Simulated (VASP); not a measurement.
# Cr (I4/mmm) in VASP: single point with LDA

Aim: the single point of Cr with LDA.

All numbers are computed with VASP 6.6.1; they aren't measurements. Logs are shortened: lines on timing, memory, paths and dates and some standing lists are left out, and cuts for length are marked.

## 1. The cell of the first run

The structure is tetragonal, space group I4/mmm (No. 139). The conventional cell has a = 2.774 Å, b = 2.774 Å, c = 2.795 Å, α = 90.00°, β = 90.00°, γ = 90.00°. Within 3.2 Å of Cr (site symmetry 4/mmm) lie 14 Cr at 2.41 to 2.80 Å.

## 2. Single point, LDA, collinear spin, antiferromagnetic start

Contents of INCAR:

```
  ALGO = Fast
  EDIFF = 1E-6
  ENCUT = 520
  GGA = CA
  ISIF = 2
  ISMEAR = 1
  ISPIN = 2
  LASPH = True
  LCHARG = True
  LELF = True
  LMAXMIX = 4
  LORBIT = 11
  LREAL = False
  LVHAR = True
  LWAVE = False
  MAGMOM = 1 -1
  NBANDS = 23
  NELM = 150
  PREC = Accurate
  SIGMA = 0.1
```

Contents of KPOINTS:

```
k-points
0
Gamma
  18 18 18
```

Contents of POSCAR:

```
Cr
1.0
    2.7742026021      0.0000000000      0.0000000000
    0.0000000000      2.7742026021      0.0000000000
    0.0000000000      0.0000000000      2.7951136769
Cr
2
Direct
    0.0000000000      0.0000000000      0.0000000000
    0.5000000000      0.5000000000      0.5000000000
```

Potentials or basis: VASP PAW LDA potentials, release 64 (Cr_pv).

Launch:

```sh
$ cat potpaw_LDA.64/Cr_pv/POTCAR > POTCAR
$ mpirun -np 1 vasp_std > vasp.out
```

OUTCAR:

```text
EDIFF = 1E-6
   ENCUT = 520
   GGA = CA
   ISIF = 2
   ISMEAR = 1
   ISPIN = 2
   LASPH = True
   LORBIT = 11
   LREAL = False
   NELM = 150
   PREC = Accurate

 ion  position               nearest neighbor table
   1  0.000  0.000  0.000-   2 2.41   2 2.41   2 2.41   2 2.41   2 2.41   2 2.41   2 2.41   2 2.41

   2  0.500  0.500  0.500-   1 2.41   1 2.41   1 2.41   1 2.41   1 2.41   1 2.41   1 2.41   1 2.41

  LATTYP: Found a simple tetragonal cell.
 ALAT       =     2.7742026021
 C/A-ratio  =     1.0075376884

  Lattice vectors:

 A1 = (   2.7742026021,   0.0000000000,   0.0000000000)
 A2 = (   0.0000000000,   2.7742026021,   0.0000000000)
 A3 = (   0.0000000000,   0.0000000000,   2.7951136769)

Analysis of symmetry for initial positions (statically):
=====================================================================
 Subroutine PRICEL returns following result:

  LATTYP: Found a body centered tetragonal cell.
 ALAT       =     2.7742026021
 C/A-ratio  =     1.0075376884
[... 12 lines left out ...]
 Subroutine GETGRP returns: Found 16 space group operations
 (whereof 16 operations were pure point group operations)
 out of a pool of 16 trial point group operations.

The static configuration has the point symmetry D_4h.

Analysis of symmetry for dynamics (positions and initial velocities):
=====================================================================
 Subroutine PRICEL returns following result:

  LATTYP: Found a body centered tetragonal cell.
 ALAT       =     2.7742026021
 C/A-ratio  =     1.0075376884
[... 12 lines left out ...]
 Subroutine GETGRP returns: Found 16 space group operations
 (whereof 16 operations were pure point group operations)
 out of a pool of 16 trial point group operations.

The dynamic configuration has the point symmetry D_4h.

Analysis of structural, dynamic, and magnetic symmetry:
=====================================================================
 Subroutine PRICEL returns following result:

  LATTYP: Found a body centered tetragonal cell.
 ALAT       =     2.7742026021
 C/A-ratio  =     1.0075376884
[... 12 lines left out ...]
 Subroutine GETGRP returns: Found 16 space group operations
 (whereof 16 operations were pure point group operations)
 out of a pool of 16 trial point group operations.

The overall configuration has the point symmetry D_4h.

 Subroutine INISYM returns: Found 16 space group operations
 (whereof 16 operations are pure point group operations),
 and found     2 'primitive' translations

----------------------------------------------------------------------------------------

[... 114 lines left out ...]
   LORBIT       =     11    0 simple, 1 ext, 2 COOP (PROOUT), +10 PAW based schemes
   GGA     = CA    functional components
   LHFCALC =     F    Hartree Fock is set to
   AEXX    =    0.0000 exact exchange contribution
   IVDW    =     0    specifies the selected vdW correction
   LEPSILON=     F    determine dielectric tensor
   LRPA    =     F    only Hartree local field effects (RPA)
 spin polarized calculation
 RMM-DIIS sequential band-by-band and
 Methfessel and Paxton  Order N= 1 SIGMA  =   0.10
  energy-cutoff  :      520.00
  volume of cell :       21.51
 maximum number of plane-waves:       599
 NGX is ok and might be reduce to    24
   NGX = 11   NGY = 11   NGZ = 11

 number of electron      24.0000014 magnetization       0.0000000

 number of electron      24.0000014 magnetization      -0.0000000

 Free energy of the ion-electron system (eV)
  ---------------------------------------------------
  ext. energy  EPLUGINS =         0.00000000
  ---------------------------------------------------
  free energy    TOTEN  =       -21.25543432 eV

  energy without entropy =      -21.25534569  energy(sigma->0) =      -21.25540478

 E-fermi :  11.8773     XC(G=0): -14.4246

 val. band max:       11.8759568516   @ k =   0.3333   0.1111   0.0000
 cond. band min:      11.8781325971   @ k =   0.3889   0.0000   0.3889
 fundamental gap:      0.0021757455
 Fermi energy:        11.8773487594

 spin component 1

 k-point     1 :       0.0000    0.0000    0.0000
  band No.  band energies     occupation
      1     -31.1931      1.00000
      2     -31.1718      1.00000
      3     -31.1718      1.00000
      4     -30.3815      1.00000
      5     -30.3774      1.00000
      6     -30.3774      1.00000
[... 613 lines left out ...]
     22      27.8693      0.00000
     23      30.8043      0.00000

 [... further k-points ...]

 spin component 2

 k-point     1 :       0.0000    0.0000    0.0000
  band No.  band energies     occupation
      1     -31.1931      1.00000
      2     -31.1718      1.00000
      3     -31.1718      1.00000
      4     -30.3815      1.00000
      5     -30.3774      1.00000
      6     -30.3774      1.00000
[... 613 lines left out ...]
     22      27.8693      0.00000
     23      30.8126      0.00000

 [... further k-points ...]

------------------------ aborting loop because EDIFF is reached ----------------------------------------

  FORCE on cell =-STRESS in cart. coord.  units (eV):
  Direction    XX          YY          ZZ          XY          YZ          ZX
  --------------------------------------------------------------------------------------
  -------------------------------------------------------------------------------------
  Total        0.4621044      0.4621044      0.0340973      0.0000000      0.0000000     -0.0000000
  in kB       34.4171483     34.4171483      2.5395371      0.0000000      0.0000000     -0.0000000
  external PRESSURE =      23.7912779 kB  Pullay stress =       0.0000000 kB

 VOLUME and BASIS-vectors are now :
 -----------------------------------------------------------------------------
  energy-cutoff  :      520.00
  volume of cell :       21.51
      direct lattice vectors                 reciprocal lattice vectors
     2.774202602  0.000000000  0.000000000     0.360463940  0.000000000  0.000000000
     0.000000000  2.774202602  0.000000000     0.000000000  0.360463940  0.000000000
     0.000000000  0.000000000  2.795113677     0.000000000  0.000000000  0.357767202

 POSITION                                       TOTAL-FORCE (eV/Angst)
 -----------------------------------------------------------------------------------
      0.00000      0.00000      0.00000         0.000000      0.000000      0.000000
      1.38710      1.38710      1.39756        -0.000000     -0.000000     -0.000000
 -----------------------------------------------------------------------------------
    total drift:                                0.000000      0.000000     -0.000000

  FREE ENERGIE OF THE ION-ELECTRON SYSTEM (eV)
  ---------------------------------------------------
  free  energy   TOTEN  =       -21.2554343246 eV

  energy  without entropy=      -21.2553456946  energy(sigma->0) =      -21.25540478

 total charge

# of ion       s       p       d       tot
------------------------------------------
    1        0.451   6.446   4.328  11.224
    2        0.451   6.446   4.328  11.224
--------------------------------------------------
tot          0.902  12.891   8.655  22.449

 magnetization (x)

# of ion       s       p       d       tot
------------------------------------------
    1        0.000  -0.000  -0.000  -0.000
    2       -0.000   0.000   0.000   0.000
--------------------------------------------------
tot          0.000   0.000   0.000   0.000
```

OSZICAR:

```text
N       E                     dE             d eps       ncg     rms          rms(c)
DAV:   1     0.239770449722E+03    0.23977E+03   -0.13014E+04 50799   0.130E+03
DAV:   2    -0.163236827162E+02   -0.25609E+03   -0.24579E+03 51594   0.381E+02
DAV:   3    -0.243419300450E+02   -0.80182E+01   -0.79549E+01 63732   0.800E+01
DAV:   4    -0.244068409162E+02   -0.64911E-01   -0.64869E-01 52816   0.733E+00
DAV:   5    -0.244076514617E+02   -0.81055E-03   -0.81054E-03 57488   0.768E-01    0.174E+01
RMM:   6    -0.213147962649E+02    0.30929E+01   -0.81334E+00 53083   0.248E+01    0.292E+00
RMM:   7    -0.212768169597E+02    0.37979E-01   -0.18238E-01 55368   0.354E+00    0.192E+00
RMM:   8    -0.212625639695E+02    0.14253E-01   -0.17010E-02 58772   0.124E+00    0.969E-01
RMM:   9    -0.212532090543E+02    0.93549E-02   -0.58597E-03 58845   0.827E-01    0.217E-01
RMM:  10    -0.212543030565E+02   -0.10940E-02   -0.11144E-03 58220   0.354E-01    0.202E-01
RMM:  11    -0.212550462731E+02   -0.74322E-03   -0.38392E-04 57836   0.194E-01    0.119E-01
RMM:  12    -0.212553952382E+02   -0.34897E-03   -0.25952E-04 56681   0.132E-01    0.384E-02
RMM:  13    -0.212554296672E+02   -0.34429E-04   -0.76367E-05 56339   0.710E-02    0.142E-02
RMM:  14    -0.212554323582E+02   -0.26910E-05   -0.10785E-05 57231   0.337E-02    0.803E-03
RMM:  15    -0.212554341708E+02   -0.18126E-05   -0.25868E-06 46625   0.164E-02    0.237E-03
RMM:  16    -0.212554343246E+02   -0.15381E-06   -0.52215E-07 33128   0.694E-03
   1 F= -.21255434E+02 E0= -.21255405E+02  d E =-.886300E-04  mag=     0.0000
```

stdout:

```text
POSCAR found type information on POSCAR Cr
 POSCAR found :  1 types and       2 ions
 scaLAPACK will be used
 LDA part: xc-table for (Slater(with rela. corr.)+CA(PZ))
 , standard interpolation
 POSCAR, INCAR and KPOINTS ok, starting setup
 FFT: planning ... GRIDC
 FFT: planning ... GRID_SOFT
 FFT: planning ... GRID
 WAVECAR not read
 entering main loop
WARNING in EDDRMM: call to ZHEGV failed, returncode =   6  3     19
WARNING in EDDRMM: call to ZHEGV failed, returncode =   6  3     19
WARNING in EDDRMM: call to ZHEGV failed, returncode =   8  4     19
WARNING in EDDRMM: call to ZHEGV failed, returncode =   8  4     18
WARNING in EDDRMM: call to ZHEGV failed, returncode =   6  3     23
```

It took 6.4 min on 1 thread of Intel Xeon Platinum 8488C (Sapphire Rapids), shared host; peak memory 0.43 GiB.

What came out:

| Item | Value |
| --- | --- |
| Free energy | -21.2554 eV |
| Pressure | 2.4 GPa |
| Band gap on the k mesh | zero (filled and empty bands overlap) |
| Net moment | 0.00 μB per cell |
| Valence electrons inside the program's atomic spheres | Cr 11.22 |

Levels at points of the mesh, in eV from the Fermi level:
Spin up:
```
           k point  band 9  band 10  band 11  band 12  band 13  band 14  band 15  band 16
(0.00, 0.00, 0.00)   -4.83    -1.06    -1.06    -1.00     1.12     1.19     2.69     2.71
(0.50, 0.00, 0.00)   -2.11    -2.11    -0.51    -0.51    -0.46    -0.46     0.71     0.71
(0.50, 0.50, 0.00)   -2.81    -2.81     1.25     1.25     1.43     1.43     1.57     1.57
(0.00, 0.00, 0.50)   -2.13    -2.13    -0.44    -0.44    -0.44    -0.44     0.73     0.74
(0.50, 0.00, 0.50)   -2.73    -2.73     1.17     1.17     1.36     1.36     1.54     1.54
(0.50, 0.50, 0.50)   -2.50    -2.50    -2.50    -2.50     1.59     1.59     1.64     1.64
```
Spin down:
```tsv
k point	band 8	band 9	band 10	band 11	band 12	band 13	band 14	band 15	band 16	band 17
(0.00, 0.00, 0.00)	-4.85	-4.83	-1.06	-1.06	-1.00	1.12	1.19	2.69	2.71	2.71
(0.50, 0.00, 0.00)	-4.05	-2.11	-2.11	-0.51	-0.51	-0.46	-0.46	0.71	0.71	2.83
(0.50, 0.50, 0.00)	-4.84	-2.81	-2.81	1.25	1.25	1.43	1.43	1.57	1.57	3.15
(0.00, 0.00, 0.50)	-4.10	-2.13	-2.13	-0.44	-0.44	-0.44	-0.44	0.73	0.74	2.71
(0.50, 0.00, 0.50)	-4.83	-2.73	-2.73	1.17	1.17	1.36	1.36	1.54	1.54	3.14
(0.50, 0.50, 0.50)	-2.54	-2.50	-2.50	-2.50	-2.50	1.59	1.59	1.64	1.64	5.37
```

Caveat: an empty level that is flat over the whole mesh can mark a ghost state of the potentials, or a narrow d or f band; the moments typed at the start vanished in this run.
